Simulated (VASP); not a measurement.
Input of a VASP 6.6.1 run:

The input POSCAR:

```
TaSi2
1.0
    4.7686266500      0.0000000000      0.0000000000
   -2.3843133300      4.1297518200      0.0000000000
    0.0000000000      0.0000000000      6.5214099500
Ta Si
3 6
Direct
    0.0000000000      0.5000000000      0.1666666700
    0.5000000000      0.5000000000      0.8333333300
    0.5000000000      0.0000000000      0.5000000000
    0.8413836500      0.6827673000      0.5000000000
    0.1586163500      0.8413836500      0.8333333300
    0.6827673000      0.8413836500      0.1666666700
    0.1586163500      0.3172327000      0.5000000000
    0.8413836500      0.1586163500      0.8333333300
    0.3172327000      0.1586163500      0.1666666700
```

INCAR.step1

```
SYSTEM = TaSi2
ALGO = Normal ; EDIFF = 1E-5
ENCUT = 550 ; GGA = PE
GGA_COMPAT = .False. ; ISMEAR = 0
LASPH = .True. ; LCHARG = .False.
LREAL = .False. ; LWAVE = .True.
NBANDS = 38 ; NELM = 120
PREC = Accurate ; SIGMA = 0.1
```

The input INCAR.step2:

```
SYSTEM = TaSi2
ALGO = Normal ; BPARAM = 11.95
CPARAM = 0.0093 ; EDIFF = 1E-6
ENCUT = 550 ; GGA_COMPAT = .False.
ISIF = 2 ; ISMEAR = 0
ISTART = 1 ; IVDW_NL = 2
LASPH = .True. ; LCHARG = .True.
LELF = .True. ; LMIXTAU = .True.
LREAL = .False. ; LUSE_VDW = .True.
LVHAR = .True. ; LWAVE = .False.
METAGGA = R2SCAN ; NBANDS = 38
NELM = 120 ; PREC = Accurate
SIGMA = 0.1
```

Contents of KPOINTS:

```
k-points
0
Gamma
  6 6 4
  0 0 0
```

Potentials or basis: VASP PAW PBE potentials, release 64 (Ta_pv, Si).

The run is started by

```console
$ cat potpaw_PBE.64/Ta_pv/POTCAR potpaw_PBE.64/Si/POTCAR > POTCAR
$ cp INCAR.step1 INCAR
$ mpirun -np 1 vasp_std > vasp.out
$ cp INCAR.step2 INCAR
$ mpirun -np 1 vasp_std > vasp.out
```

Question: Predict the band gap on the k mesh.

Answer: Zero (an odd number of electrons rules out a gap without spin polarisation).

Question: What does it give for the pressure?

Answer: 1.6 GPa.

Question: What does it give for the largest force?

Answer: 0.014 eV/Å.

Forces on the atoms (eV/Å):
```
Ta   0.000  0.000  0.000
Ta   0.000  0.000  0.000
Ta   0.000  0.000  0.000
Si   0.000  0.014  0.000
Si  -0.012  0.007  0.000
Si   0.012  0.007  0.000
Si   0.000 -0.014  0.000
Si   0.012 -0.007  0.000
Si  -0.012 -0.007  0.000
```

Caveat: the PAW data sets were made with another functional, which shifts forces and pressure a little; spin-orbit coupling is left out, which moves the levels of the heavy elements; an odd number of electrons without spin polarisation forces a metal; a magnetic or distorted state may lie lower.
